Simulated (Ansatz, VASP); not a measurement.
# Mg3Sb2: VASP beside Ansatz

```
Mg Sb
1.0
     4.59524    0.00000    0.00000
    -2.29762    3.97960    0.00000
     0.00000    0.00000    7.27304
Mg Sb
3 2
Direct
  0.33333 0.66667 0.63222
  0.66667 0.33333 0.36778
  0.00000 0.00000 0.00000
  0.33333 0.66667 0.22572
  0.66667 0.33333 0.77428
```

Alike in both runs: task relaxation of cell and atoms; functional PBEsol; k mesh 9 × 9 × 6; occupations gaussian, width 0.01 eV; no spin polarisation.

```csv
,VASP,Ansatz
version,VASP 6.6.1,Ansatz 0.2.0
potentials or method,"VASP PAW PBE potentials, release 64 (Mg, Sb), cutoff 600 eV","scalar-relativistic, plane waves, PAW"
valence electrons in the cell,16,60
```

|  | VASP | Ansatz | Ansatz less VASP |
| --- | --- | --- | --- |
| gap on the k mesh at the Fermi level, each at its own relaxed structure (eV) | 0.10 | 0.12 | +0.022 |
| relaxed volume (Å³/atom) | 25.82 | 25.76 | -0.053 |
| relaxed cell length with the largest relative difference (Å) | 7.187 | 7.181 | -0.0060 |

VASP's potentials were made for PBE, not for PBEsol. VASP's potentials hold 16 valence electrons a cell and Ansatz's 60, so a difference there can come from the potentials and not from the codes.

Spin-orbit coupling is off throughout.
